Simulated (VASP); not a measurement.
AlAs: single point with PBEsol

The system is AlAs, a slab with vacuum.

```
CELL_PARAMETERS angstrom
4.01255 0.00000 0.00000
0.00000 5.67460 0.00000
0.00000 0.00000 23.01882
ATOMIC_POSITIONS crystal
Al 0.50000 0.50000 0.36926
Al 0.00000 0.00000 0.45642
Al 0.50000 0.50240 0.54751
Al 0.00000 0.92562 0.60966
As 0.00000 0.25000 0.36926
As 0.50000 0.75000 0.45642
As 0.00000 0.25488 0.54387
As 0.50000 0.71922 0.63975
```

```
Program             : VASP 6.6.1
Task                : single point
Functional          : PBEsol
Potentials or basis : VASP PAW PBE potentials, release 64 (Al, As)
Cutoff              : 520 eV
k mesh              : 7 × 5 × 1
Occupations         : gaussian, width 0.05 eV
Spin                : no spin polarisation
```

```yaml
Largest_force: 1.746 eV/Å
Band_gap_on_the_k_mesh: 0.91 eV, indirect (least direct gap 1.04 eV)
```

Forces on the atoms (eV/Å):
```
Al   0.000 -1.092  1.362
Al   0.000  0.420  0.051
Al   0.000 -0.001 -0.005
Al   0.000 -0.010  0.011
As   0.000  0.365 -1.205
As   0.000  0.312 -0.233
As   0.000  0.003 -0.017
As   0.000  0.003  0.036
```

Levels at points of the mesh, in eV from the valence-band top:
| k point | band 12 | band 13 | band 14 | band 15 | band 16 | band 17 | band 18 | band 19 | band 20 | band 21 |
| --- | --- | --- | --- | --- | --- | --- | --- | --- | --- | --- |
| (0.00, 0.00, 0.00) | -1.23 | -0.87 | -0.46 | -0.16 | -0.09 | 1.00 | 1.64 | 2.39 | 2.82 | 3.18 |

Run time: 4.4 min on 1 thread of AMD EPYC 7R13 Processor (Zen 3), on a shared host, peak memory 0.51 GiB.

Caveat: the PAW data sets were made with another functional, which shifts forces and pressure a little.
